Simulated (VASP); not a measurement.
# Li33F32 (a cell with a defect) in VASP: single point with PBEsol

Aim: the single point of Li33F32 (a cell with a defect) with PBEsol.

All numbers are computed with VASP 6.6.1; they aren't measurements. Logs are shortened: lines on timing, memory, paths and dates and some standing lists are left out, and cuts for length are marked.

## 1. The cell of the first run

The cell holds a defect, 65 atoms: a = 8.015 Å, b = 8.015 Å, c = 8.015 Å, α = 90.00°, β = 90.00°, γ = 90.00°.

## 2. Single point, PBEsol

INCAR reads:

```
PREC = Accurate
ENCUT = 520
EDIFF = 1E-6
ISMEAR = -1
SIGMA = 0.05
LREAL = Auto
LASPH = True
NELM = 100
ALGO = Normal
ISIF = 2
LWAVE = False
LCHARG = False
GGA = PS
NELECT = 324.0
ISYM = 0
NBANDS = 200
```

KPOINTS reads:

```
Automatic mesh
0
Gamma
  1 1 1
  0.25 0.25 0.25
```

POSCAR reads:

```
Li33F32
1.0
    8.0151850000      0.0000000000      0.0000000000
    0.0000000000      8.0151850000      0.0000000000
    0.0000000000      0.0000000000      8.0151850000
F Li
32 33
Direct
    0.2470140000      0.0038560000      0.9930750000
    0.2416500000      0.0062520000      0.4960610000
    0.2453470000      0.4956400000      0.0062510000
    0.2101260000      0.4613590000      0.5595230000
    0.7488150000      0.9988820000      0.9986990000
    0.7542840000      0.0039480000      0.4989970000
    0.7543540000      0.4975020000      0.9926120000
    0.7563810000      0.4914150000      0.4958780000
    0.9972810000      0.2473090000      0.9989480000
    0.9917090000      0.2414320000      0.4984620000
    0.9916770000      0.7491380000      0.9930790000
    0.9899910000      0.7546590000      0.4958290000
    0.4986490000      0.2413560000      0.9928210000
    0.5049830000      0.2396860000      0.4956890000
    0.5003860000      0.7506340000      0.0055390000
    0.5332080000      0.7846050000      0.5569600000
    0.9901970000      0.0056250000      0.2469700000
    0.9980250000      0.9980370000      0.7487160000
    0.9974080000      0.4969270000      0.2460350000
    0.9849940000      0.4967240000      0.7638950000
    0.4989440000      0.9984270000      0.2461920000
    0.4996940000      0.0103710000      0.7628460000
    0.5373870000      0.4596190000      0.2132110000
    0.4942300000      0.5014370000      0.7581640000
    0.2466990000      0.2469150000      0.2458640000
    0.2464700000      0.2353480000      0.7637250000
    0.2106510000      0.7857580000      0.2146100000
    0.2513460000      0.7444780000      0.7576380000
    0.7563000000      0.2396070000      0.2469700000
    0.7479710000      0.2480630000      0.7486930000
    0.7487640000      0.7490770000      0.2460900000
    0.7600280000      0.7499860000      0.7625460000
    0.9974390000      0.9986080000      0.9971910000
    0.9920860000      0.0038880000      0.4989650000
    0.9938700000      0.4981380000      0.0010930000
    0.9969960000      0.4979230000      0.5000310000
    0.4979920000      0.0015830000      0.0007060000
    0.4985630000      0.9991410000      0.5005860000
    0.5005480000      0.4954740000      0.9948530000
    0.5338970000      0.4623570000      0.4337010000
    0.2479280000      0.2438270000      0.0011260000
    0.2481740000      0.2479400000      0.4996490000
    0.2451480000      0.7509070000      0.9950900000
    0.2136670000      0.7827710000      0.4362370000
    0.7483680000      0.2477520000      0.9974070000
    0.7541480000      0.2417590000      0.4989020000
    0.7516010000      0.7481000000      0.0006250000
    0.7482670000      0.7484690000      0.5006740000
    0.2443370000      0.0106440000      0.2364930000
    0.2498410000      0.9953890000      0.7483760000
    0.2504410000      0.5010010000      0.2499120000
    0.2256800000      0.4761470000      0.7785550000
    0.7487150000      0.9984890000      0.2495650000
    0.7491190000      0.9992650000      0.7479180000
    0.7615110000      0.4946810000      0.2361760000
    0.7450250000      0.4999320000      0.7483280000
    0.9971930000      0.2468390000      0.2496300000
    0.9972240000      0.2473760000      0.7473730000
    0.9854700000      0.7520640000      0.2365640000
    0.0003360000      0.7458060000      0.7485290000
    0.5015280000      0.2349260000      0.2360330000
    0.4957590000      0.2505650000      0.7484970000
    0.4948930000      0.7446850000      0.2501220000
    0.5190640000      0.7698350000      0.7767890000
    0.3730630000      0.6206330000      0.5882150000
```

Potentials or basis: VASP PAW PBE potentials, release 64 (F, Li_sv).

Run with:

```bash
$ cat potpaw_PBE.64/F/POTCAR potpaw_PBE.64/Li_sv/POTCAR > POTCAR
$ mpirun -np 1 vasp_std > vasp.out
```

OUTCAR:

```text
PREC = Accurate
   ENCUT = 520
   EDIFF = 1E-6
   ISMEAR = -1
   LREAL = Auto
   LASPH = True
   NELM = 100
   ISIF = 2
   GGA = PS
   NELECT = 324.0
   ISYM = 0

 ion  position               nearest neighbor table
   1  0.247  0.004  0.993-  41 1.92  49 1.95  50 1.96  33 2.00  37 2.01  43 2.03
   2  0.242  0.006  0.496-  44 1.87  42 1.94  34 2.00  50 2.03  38 2.06  49 2.08
   3  0.245  0.496  0.006-  52 1.84  51 1.95  35 2.02  41 2.02  39 2.05  43 2.05
   4  0.210  0.461  0.560-  52 1.76  36 1.80  42 1.80  65 1.84
   5  0.749  0.999  0.999-  33 1.99  45 1.99  54 2.01  47 2.01  37 2.01  53 2.01
   6  0.754  0.004  0.499-  34 1.91  46 1.91  54 2.00  53 2.00  48 2.05  38 2.05
   7  0.754  0.498  0.993-  35 1.92  55 1.95  56 1.96  45 2.00  47 2.01  39 2.03
   8  0.756  0.491  0.496-  40 1.87  36 1.93  46 2.00  56 2.03  48 2.06  55 2.08
   9  0.997  0.247  0.999-  33 1.99  45 2.00  41 2.01  57 2.01  35 2.01  58 2.02
  10  0.992  0.241  0.498-  34 1.90  46 1.90  57 2.00  58 2.00  36 2.06  42 2.06
  11  0.992  0.749  0.993-  47 1.93  59 1.95  60 1.96  33 2.00  35 2.01  43 2.03
  12  0.990  0.755  0.496-  44 1.87  48 1.94  34 2.00  60 2.03  36 2.06  59 2.08
  13  0.499  0.241  0.993-  37 1.92  61 1.95  62 1.96  45 2.00  41 2.01  39 2.04
  14  0.505  0.240  0.496-  40 1.87  38 1.93  46 2.00  62 2.03  42 2.06  61 2.08
  15  0.500  0.751  0.006-  64 1.85  63 1.96  37 2.01  47 2.01  39 2.05  43 2.05
  16  0.533  0.785  0.557-  64 1.77  38 1.80  48 1.81  65 1.85
  17  0.990  0.006  0.247-  57 1.93  53 1.94  33 2.00  34 2.02  59 2.03  49 2.04
[... 18 lines left out ...]
  36  0.997  0.498  0.500-   4 1.80   8 1.93  19 2.04  10 2.06  12 2.06  20 2.12
  37  0.498  0.002  0.001-  22 1.91  13 1.92  21 1.97   5 2.01  15 2.01   1 2.01  64 2.59
  38  0.499  0.999  0.501-  16 1.80  14 1.93  21 2.04   6 2.05   2 2.06  22 2.10
  39  0.501  0.495  0.995-  23 1.80  24 1.90   7 2.03  13 2.04  15 2.05   3 2.05
  40  0.534  0.462  0.434-  23 1.77   8 1.87  14 1.87  65 2.19  61 2.43  55 2.43  46 2.55
  41  0.248  0.244  0.001-  26 1.90   1 1.92  25 1.96   9 2.01  13 2.01   3 2.02  52 2.58
  42  0.248  0.248  0.500-   4 1.80   2 1.94  25 2.03  10 2.06  14 2.06  26 2.12
  43  0.245  0.751  0.995-  27 1.80  28 1.90   1 2.03  11 2.03  15 2.05   3 2.05
  44  0.214  0.783  0.436-  27 1.78   2 1.87  12 1.87  65 2.19  49 2.44  59 2.44  34 2.56
  45  0.748  0.248  0.997-  30 1.99   5 1.99   9 2.00  29 2.00  13 2.00   7 2.00
  46  0.754  0.242  0.499-  10 1.90   6 1.91  14 2.00   8 2.00  30 2.00  29 2.02  40 2.55
  47  0.752  0.748  0.001-  32 1.91  11 1.93  31 1.97   7 2.01   5 2.01  15 2.01  64 2.59
  48  0.748  0.748  0.501-  16 1.81  12 1.94  31 2.04   6 2.05   8 2.06  32 2.10
  49  0.244  0.011  0.236-  27 1.83  25 1.90   1 1.95  17 2.04  21 2.04   2 2.08  44 2.44
  50  0.250  0.995  0.748-  26 1.93   1 1.96  22 2.01  28 2.01  18 2.02   2 2.03
  51  0.250  0.501  0.250-   3 1.95  19 2.03  25 2.04
  52  0.226  0.476  0.779-   4 1.76   3 1.84  20 1.94  26 1.94  28 2.17  24 2.17  65 2.25  35 2.58
                            41 2.58  58 2.60
  53  0.749  0.998  0.250-  29 1.93  17 1.94  31 2.00   6 2.00  21 2.00   5 2.01
  54  0.749  0.999  0.748-  30 1.99  18 2.00   6 2.00  32 2.00  22 2.00   5 2.01
  55  0.762  0.495  0.236-  23 1.83  19 1.89   7 1.95  31 2.04  29 2.05   8 2.08  40 2.43
  56  0.745  0.500  0.748-  20 1.93   7 1.96  32 2.01  24 2.01  30 2.02   8 2.03
  57  0.997  0.247  0.250-  29 1.93  17 1.93  10 2.00  25 2.00  19 2.00   9 2.01
  58  0.997  0.247  0.747-  10 2.00  30 2.00  18 2.00  26 2.00  20 2.01   9 2.02  52 2.60
  59  0.985  0.752  0.237-  27 1.83  31 1.90  11 1.95  17 2.03  19 2.05  12 2.08  44 2.44
  60  0.000  0.746  0.749-  32 1.93  11 1.96  20 2.00  28 2.01  18 2.02  12 2.03
  61  0.502  0.235  0.236-  23 1.83  21 1.90  13 1.95  29 2.04  25 2.05  14 2.08  40 2.43
  62  0.496  0.251  0.748-  22 1.93  13 1.96  26 2.01  24 2.01  30 2.02  14 2.03
  63  0.495  0.745  0.250-  15 1.96  21 2.03  31 2.04
  64  0.519  0.770  0.777-  16 1.77  15 1.85  22 1.94  32 1.94  28 2.16  24 2.17  65 2.25  37 2.59
                            47 2.59
  65  0.373  0.621  0.588-   4 1.84  16 1.85  24 1.93  28 1.94  44 2.19  40 2.19  52 2.25  64 2.25

IMPORTANT INFORMATION: All symmetrisations will be switched off!
NOSYMM: (Re-)initialisation of all symmetry stuff for point group C_1.

----------------------------------------------------------------------------------------

                                     Primitive cell

  volume of cell :     514.9211

  direct lattice vectors                    reciprocal lattice vectors
     8.015185000  0.000000000  0.000000000     0.124763184  0.000000000  0.000000000
     0.000000000  8.015185000  0.000000000     0.000000000  0.124763184  0.000000000
     0.000000000  0.000000000  8.015185000     0.000000000  0.000000000  0.124763184

  length of vectors
     8.015185000  8.015185000  8.015185000     0.124763184  0.124763184  0.124763184

[... 160 lines left out ...]

 Following reciprocal coordinates:
            Coordinates               Weight
  0.250000  0.250000  0.250000      2.000000
 -0.250000  0.250000  0.250000      2.000000
 -0.250000 -0.250000  0.250000      2.000000
  0.250000 -0.250000  0.250000      2.000000
   k-points           NKPTS =      4   k-points in BZ     NKDIM =      4   number of bands    NBANDS=    200
   number of dos      NEDOS =    301   number of ions     NIONS =     65
   total plane-waves  NPLWV = 216000
   dimension x,y,z NGX =    60 NGY =   60 NGZ =   60
   dimension x,y,z NGXF=   120 NGYF=  120 NGZF=  120
   ions per type =              32  33
   NGX,Y,Z   is equivalent  to a cutoff of  12.44, 12.44, 12.44 a.u.
   NGXF,Y,Z  is equivalent  to a cutoff of  24.89, 24.89, 24.89 a.u.
 SYSTEM =  unknown system
   PREC   = accura    normal or accurate (medium, high low for compatibility)
   ISTART =      0    job   : 0-new  1-cont  2-samecut
   ICHARG =      2    charge: 1-file 2-atom 10-const
   ISPIN  =      1    spin polarized calculation?
   LNONCOLLINEAR =      F non collinear calculations
   LSORBIT =      F    spin-orbit coupling
   LASPH  =      T    aspherical Exc in radial PAW
   ENCUT  =  520.0 eV  38.22 Ry    6.18 a.u.  14.90 14.90 14.90*2*pi/ulx,y,z
   NELM   =    100;   NELMIN=  2; NELMDL= -5     # of ELM steps
   EDIFF  = 0.1E-05   stopping-criterion for ELM
   LREAL  =      T    real-space projection
   EDIFFG = 0.1E-04   stopping-criterion for IOM
   NSW    =      0    number of steps for IOM
   IBRION =     -1    ionic relax: 0-MD 1-quasi-New 2-CG
   NFREE  =      0    steps in history (QN), initial steepest desc. (CG)
   ISIF   =      2    stress and relaxation
   ISYM   =      0    0-nonsym 1-usesym 2-fastsym
   POTIM  = 0.5000    time-step for ionic-motion
   TEBEG  =    0.0;   TEEND  =   0.0 temperature during run
   PSTRESS=    0.0 pullay stress
   NELECT =     324.0000    total number of electrons
   NUPDOWN=      -1.0000    fix difference up-down
   EMIN   =  10.00;   EMAX   =-10.00  energy-range for DOS
   EFERMI =   0.00;   METHOD = LEGACY
   ISMEAR =    -1;   SIGMA  =   0.05  broadening in eV -4-tet -1-fermi 0-gaus
   EFERMI_NEDOS =   21; number of points for ismear=-14 and -15
   IALGO  =     38    algorithm
   IMIX   =      4    mixing-type and parameters
     AMIX     =   0.40;   BMIX     =  1.00
     AMIX_MAG =   1.60;   BMIX_MAG =  1.00
  volume/ion in A,a.u.               =       7.92        53.46
  Fermi-wavevector in a.u.,A,eV,Ry     =   1.402845  2.650992 26.775904  1.967973
  Thomas-Fermi vector in A             =   2.525566
   LORBIT       =      0    0 simple, 1 ext, 2 COOP (PROOUT), +10 PAW based schemes
   GGA     = PS    functional components
   LHFCALC =     F    Hartree Fock is set to
   AEXX    =    0.0000 exact exchange contribution
   IVDW    =     0    specifies the selected vdW correction
   LEPSILON=     F    determine dielectric tensor
   LRPA    =     F    only Hartree local field effects (RPA)
 non-spin polarized calculation
  energy-cutoff  :      520.00
  volume of cell :      514.92
 maximum number of plane-waves:     13823
   NGX = 29   NGY = 29   NGZ = 29

 number of electron     323.9999991 magnetization

 Free energy of the ion-electron system (eV)
  ---------------------------------------------------
  ext. energy  EPLUGINS =         0.00000000
  ---------------------------------------------------
  free energy    TOTEN  =      -304.92770133 eV

  energy without entropy =     -304.92770024  energy(sigma->0) =     -304.92770078

 E-fermi :   7.9056     XC(G=0): -10.3846

 val. band max:        7.1628721714   @ k =  -0.2500   0.2500   0.2500
 cond. band min:       8.6348961775   @ k =   0.2500  -0.2500   0.2500
 fundamental gap:      1.4720240061
 Fermi energy:         7.9056236283

 k-point     1 :       0.2500    0.2500    0.2500
  band No.  band energies     occupation
      1     -41.2791      2.00000
      2     -41.2589      2.00000
      3     -41.2486      2.00000
      4     -41.2416      2.00000
      5     -41.1771      2.00000
      6     -41.1688      2.00000
[... 697 lines left out ...]
    173      10.6256      0.00000
    174      10.8399      0.00000
 [bands above 174 left out]

------------------------ aborting loop because EDIFF is reached ----------------------------------------

  FORCE on cell =-STRESS in cart. coord.  units (eV):
  Direction    XX          YY          ZZ          XY          YZ          ZX
  --------------------------------------------------------------------------------------
  -------------------------------------------------------------------------------------
  Total       25.2910702     25.2462280     28.3561439     -1.3167089      0.0487703     -0.1551060
  in kB       78.6931876     78.5536609     88.2301671     -4.0969409      0.1517489     -0.4826124
  external PRESSURE =      81.8256719 kB  Pullay stress =       0.0000000 kB

 VOLUME and BASIS-vectors are now :
 -----------------------------------------------------------------------------
  energy-cutoff  :      520.00
  volume of cell :      514.92
      direct lattice vectors                 reciprocal lattice vectors
     8.015185000  0.000000000  0.000000000     0.124763184  0.000000000  0.000000000
     0.000000000  8.015185000  0.000000000     0.000000000  0.124763184  0.000000000
     0.000000000  0.000000000  8.015185000     0.000000000  0.000000000  0.124763184

 POSITION                                       TOTAL-FORCE (eV/Angst)
 -----------------------------------------------------------------------------------
      1.97986      0.03091      7.95968         0.006762     -0.003265     -0.006231
      1.93687      0.05011      3.97602         0.008326      0.008428     -0.000145
      1.96650      3.97265      0.05010         0.010167      0.005169      0.020875
      1.68420      3.69788      4.48468         0.007650      0.011793     -0.028703
      6.00189      8.00622      8.00476        -0.006912     -0.007148      0.003642
      6.04573      0.03164      3.99955        -0.008205     -0.003019     -0.006416
[... 57 lines left out ...]
      4.16039      6.17037      6.22611        -0.013753     -0.013038      0.016931
      2.99017      4.97449      4.71465        -0.000118      0.012751      0.001192
 -----------------------------------------------------------------------------------
    total drift:                                0.000704      0.012242     -0.031138

  FREE ENERGIE OF THE ION-ELECTRON SYSTEM (eV)
  ---------------------------------------------------
  free  energy   TOTEN  =      -304.9277013321 eV

  energy  without entropy=     -304.9277002369  energy(sigma->0) =     -304.92770078
```

Run time: 21 min. Hardware: 1 thread of AMD EPYC 7R43 (Zen 3), shared host; peak memory 0.56 GiB.

Results:

```
Free energy   : -304.9277 eV
Largest force : 0.041 eV/Å
```

Forces on the atoms (eV/Å):
```
F    0.007 -0.003 -0.006
F    0.008  0.008  0.000
F    0.010  0.005  0.021
F    0.008  0.012 -0.029
F   -0.007 -0.007  0.004
F   -0.008 -0.003 -0.006
F   -0.007  0.002 -0.001
F    0.012  0.004 -0.001
F   -0.002 -0.002 -0.001
F    0.005  0.009 -0.003
F    0.010 -0.011  0.000
F   -0.015 -0.011  0.008
F   -0.005  0.009  0.000
F   -0.008 -0.016  0.003
F    0.000 -0.004  0.022
F   -0.007 -0.010 -0.024
F    0.002 -0.007  0.005
F    0.004 -0.001 -0.003
F    0.018  0.002  0.009
F    0.000 -0.004 -0.021
F    0.001 -0.019  0.009
F   -0.004  0.001 -0.011
F   -0.023  0.016 -0.021
F    0.002  0.004 -0.002
F    0.005  0.018  0.008
F   -0.001  0.001 -0.022
F    0.018 -0.017 -0.015
F    0.010 -0.006 -0.013
F   -0.012  0.006  0.008
F   -0.001  0.004 -0.002
F   -0.018  0.000  0.009
F   -0.004 -0.005 -0.014
Li   0.003 -0.001  0.001
Li   0.014 -0.012  0.002
Li   0.015 -0.001  0.012
Li  -0.018  0.007 -0.007
Li  -0.006 -0.005  0.012
Li  -0.014  0.016 -0.007
Li  -0.004  0.009 -0.009
Li  -0.019  0.017  0.032
Li   0.000  0.013  0.010
Li   0.002 -0.022 -0.002
Li   0.008 -0.004 -0.012
Li   0.018 -0.018  0.028
Li   0.000  0.002 -0.002
Li  -0.012  0.012  0.001
Li  -0.004 -0.007  0.012
Li   0.016 -0.008 -0.006
Li   0.005  0.008  0.012
Li  -0.001 -0.009 -0.005
Li   0.001  0.007 -0.004
Li   0.014  0.015  0.004
Li  -0.010 -0.011 -0.001
Li  -0.002 -0.001 -0.006
Li   0.012  0.009  0.006
Li  -0.006 -0.001 -0.005
Li   0.009  0.012 -0.002
Li  -0.004 -0.006  0.004
Li  -0.015 -0.008  0.012
Li   0.015  0.003 -0.009
Li  -0.005 -0.009  0.009
Li   0.003  0.013 -0.009
Li   0.001  0.004  0.005
Li  -0.014 -0.013  0.017
Li   0.000  0.013  0.001
```

Caveat: the cell carries a net charge on a neutralising background, which shifts energy and pressure; the cell is charged against a uniform background, so pressure and absolute levels hang on convention; the cutoff is under 1.25 times the usual one of these potentials, so pressure, stress and relaxed cells hold a basis-set (Pulay) error; the PAW data sets were made with another functional, which shifts forces and pressure a little.
